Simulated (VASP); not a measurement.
# PbS: single point with LDA

The system is PbS.

```
CELL_PARAMETERS angstrom
2.91718 -2.92267 0.17890
2.91718 2.92267 0.17890
-0.35792 0.00000 5.83623
ATOMIC_POSITIONS crystal
Pb 0.75000 0.75000 0.74970
Pb 0.25000 0.25000 0.25030
S 0.25000 0.25000 0.74895
S 0.75000 0.75000 0.25105
```

```
Program             : VASP 6.6.1
Task                : single point
Functional          : LDA
Potentials or basis : VASP PAW LDA potentials, release 64 (Pb_d, S)
Cutoff              : 520 eV
k mesh              : 8 × 8 × 6
Occupations         : gaussian, width 0.02 eV
Spin                : no spin polarisation
```

```yaml
Pressure: 0.0 GPa
Largest_force: 0.005 eV/Å
Band_gap_on_the_k_mesh: 0.05 eV
```

Forces on the atoms (eV/Å):
```
Pb   0.000  0.000  0.002
Pb   0.000  0.000 -0.002
S    0.000  0.000 -0.005
S    0.000  0.000  0.005
```

Levels at points of the mesh, in eV from the valence-band top:
```tsv
k point	band 16	band 17	band 18	band 19	band 20	band 21	band 22	band 23	band 24	band 25
(0.00, 0.00, 0.00)	-3.80	-3.80	-2.43	-2.43	-2.43	3.49	5.14	5.15	5.15	5.56
(0.50, 0.00, 0.00)	-4.09	-2.13	-2.13	-0.92	-0.92	1.23	1.23	2.21	2.21	4.07
(0.50, 0.50, 0.00)	-5.69	-3.80	-3.80	-3.80	-3.80	3.48	3.48	5.56	5.56	5.68
(0.00, 0.00, 0.50)	-3.16	-3.14	-3.14	-1.96	-1.91	2.25	2.32	4.38	4.40	4.80
(0.50, 0.00, 0.50)	-1.99	-1.99	-1.99	0.00	0.00	0.05	0.05	1.68	1.68	1.69
(0.50, 0.50, 0.50)	-4.88	-4.86	-4.86	-1.15	-1.15	1.97	1.97	4.49	4.49	4.54
```

Wall time 94 s on 1 thread of Intel(R) Xeon(R) Platinum 8259CL CPU @ 2.50GHz (Skylake/Cascade Lake), with other jobs on the host, peak memory 0.27 GiB.

Caveat: spin-orbit coupling is left out, which moves the levels of the heavy elements. A k mesh can miss the band edges.
